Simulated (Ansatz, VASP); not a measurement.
# Be4Se in VASP and in Ansatz

The input INCAR:

```
SYSTEM = Be4Se
PREC     = Accurate       ! precision mode
ENCUT    = 520            ! plane-wave cutoff, eV
EDIFF    = 1E-7           ! SCF threshold, eV
ISMEAR   = 0              ! smearing method
SIGMA    = 0.1            ! smearing width, eV
LREAL    = .False.        ! projectors in reciprocal space
LASPH    = .True.         ! aspherical terms in the spheres
NELM     = 80             ! most SCF steps
ALGO     = Normal         ! electronic algorithm
ISIF     = 2              ! what is computed and relaxed
LWAVE    = .False.        ! write WAVECAR
LCHARG   = .True.         ! write CHGCAR
GGA      = PE             ! functional
LELF     = .True.         ! ELF
LVHAR    = .True.       
NBANDS   = 25             ! bands
```

KPOINTS

```
Automatic mesh
0
Gamma
  6 6 2
  0 0 0
```

File POSCAR:

```
Be4Se
1.0
    2.6078224700     -2.6246461331      0.0000000000
    2.6078224700      2.6246461331      0.0000000000
    0.0000000000      0.0000000000      9.6578326588
Be Se
8 2
Direct
    0.2497430752      0.2501336856      0.3943533100
    0.7502569248      0.7498663144      0.8943533100
    0.7489671049      0.2580766588      0.4950542238
    0.2510328951      0.7419233412      0.9950542238
    0.7498663144      0.7502569248      0.1056466900
    0.2501336856      0.2497430752      0.6056466900
    0.7419233412      0.2510328951      0.0049457762
    0.2580766588      0.7489671049      0.5049457762
    0.7499338788      0.2500661212      0.2500000000
    0.2500661212      0.7499338788      0.7500000000
```

Input for Ansatz:

```yaml
crystal:
  lattice:
    - [2.60782247, -2.6246461331, 0.0]
    - [2.60782247, 2.6246461331, 0.0]
    - [0.0, 0.0, 9.6578326588]
  atoms:
    - { symbol: Be, position: [0.2497430752, 0.2501336856, 0.39435331] }
    - { symbol: Be, position: [0.7502569248, 0.7498663144, 0.89435331] }
    - { symbol: Be, position: [0.7489671049, 0.2580766588, 0.4950542238] }
    - { symbol: Be, position: [0.2510328951, 0.7419233412, 0.9950542238] }
    - { symbol: Be, position: [0.7498663144, 0.7502569248, 0.10564669] }
    - { symbol: Be, position: [0.2501336856, 0.2497430752, 0.60564669] }
    - { symbol: Be, position: [0.7419233412, 0.2510328951, 0.0049457762] }
    - { symbol: Be, position: [0.2580766588, 0.7489671049, 0.5049457762] }
    - { symbol: Se, position: [0.7499338788, 0.2500661212, 0.25] }
    - { symbol: Se, position: [0.2500661212, 0.7499338788, 0.75] }
basis:
  ecutwfc: 420
kpoints:
  mp_grid: { grid: [6, 6, 2] }
hamiltonian:
  xc: pbe
scf:
  occupations: { method: gaussian, width: 0.1 }
  lower_state_search: "off"
output:
  forces: true
  stress: true
  eigenvalues: true
```

Change from the starting cell: the structure that the rattled cell fell into.

Alike in both runs: task single point; functional PBE; k mesh 6 × 6 × 2; occupations gaussian, width 0.1 eV; no spin polarisation.

|  | VASP | Ansatz |
| --- | --- | --- |
| version | VASP 6.6.1 | Ansatz 0.2.0 |
| potentials or method | VASP PAW PBE potentials, release 64 (Be, Se), cutoff 520 eV | scalar-relativistic, plane waves, PAW |
| valence electrons in the cell | 28 | 48 |

Ansatz gave:

- gap on the k mesh at the Fermi level (eV): none
- pressure (GPa): 0.1
- traceless stress, the component that is largest in VASP (GPa): 0.24
- rms of the force components (eV/Å): 0.012

Task: Estimate VASP's values.

Result: gap on the k mesh at the Fermi level (eV): none; pressure (GPa): 0.2; traceless stress, the component that is largest in VASP (GPa): 0.31; rms of the force components (eV/Å): 0.011.

Atom by atom the forces differ by 0.005 eV/Å (rms over components). A gap of «none» marks a metal or a gap that the smearing closes. VASP's potentials hold 28 valence electrons a cell and Ansatz's 48, so a difference there can come from the potentials and not from the codes.
